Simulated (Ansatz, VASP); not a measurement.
# One calculation of Ge, two programs

File INCAR:

```
ALGO = Normal
EDIFF = 1E-6
ENCUT = 520
GGA = PE
ISIF = 2
ISMEAR = -1
LASPH = True
LCHARG = True
LELF = True
LREAL = False
LVHAR = True
LWAVE = False
NBANDS = 36
NELM = 100
PREC = Accurate
SIGMA = 0.05
```

KPOINTS

```
k-points
0
Gamma
  11 11 6
```

File POSCAR:

```
Ge
1.0
    4.0759897844      0.0000000000      0.0000000000
   -2.0379948922      3.5299106989      0.0000000000
    0.0000000000      0.0000000000      6.7288103778
Ge
4
Direct
    0.6666666667      0.3333333333      0.0629012500
    0.3333333333      0.6666666667      0.5629012500
    0.6666666667      0.3333333333      0.4370987500
    0.3333333333      0.6666666667      0.9370987500
```

Input for Ansatz:

```yaml
crystal:
  lattice:
    - [4.0759897844, 0.0, 0.0]
    - [-2.0379948922, 3.5299106989, 0.0]
    - [0.0, 0.0, 6.7288103778]
  atoms:
    - { symbol: Ge, position: [0.6666666667, 0.3333333333, 0.06290125] }
    - { symbol: Ge, position: [0.3333333333, 0.6666666667, 0.56290125] }
    - { symbol: Ge, position: [0.6666666667, 0.3333333333, 0.43709875] }
    - { symbol: Ge, position: [0.3333333333, 0.6666666667, 0.93709875] }
kpoints:
  mp_grid: { grid: [11, 11, 6] }
  band_path:
    path:
      - [0.0, 0.0, 0.0]
      - [0.5, 0.0, 0.0]
      - [0.3333333333, 0.3333333333, 0.0]
      - [0.0, 0.0, 0.0]
      - [0.0, 0.0, 0.5]
      - [0.5, 0.0, 0.5]
      - [0.3333333333, 0.3333333333, 0.5]
      - [0.0, 0.0, 0.5]
      - [0.5, 0.0, 0.5]
    npoints: 5
scf:
  occupations: { method: fermi_dirac, width: 0.05 }
hamiltonian:
  xc: pbe
  pseudopotentials: { kind: all_electron, lapw: { basis_error: 0.001 } }
output:
  forces: true
  stress: true
  eigenvalues: true
```

Change from the starting cell: volume scaled by 1.06.

Alike in both runs: task single point; functional PBE; k mesh 11 × 11 × 6; occupations fermi-dirac, width 0.05 eV; no spin polarisation.

|  | VASP | Ansatz |
| --- | --- | --- |
| version | VASP 6.6.1 | Ansatz 0.2.0 |
| potentials or method | VASP PAW PBE potentials, release 64 (Ge_d), cutoff 520 eV | all-electron LAPW, scalar-relativistic |

|  | VASP | Ansatz | Ansatz less VASP |
| --- | --- | --- | --- |
| pressure (GPa) | -0.9 | -0.8 | +0.09 |
| traceless stress, the component that is largest in VASP (GPa) | -0.08 | -0.08 | +0.001 |
| rms of the force components (eV/Å) | 0.007 | 0.007 | +0.0001 |

Atom by atom the forces differ by 0.000 eV/Å (rms over components). Ansatz ran all-electron here, and VASP with PAW potentials.
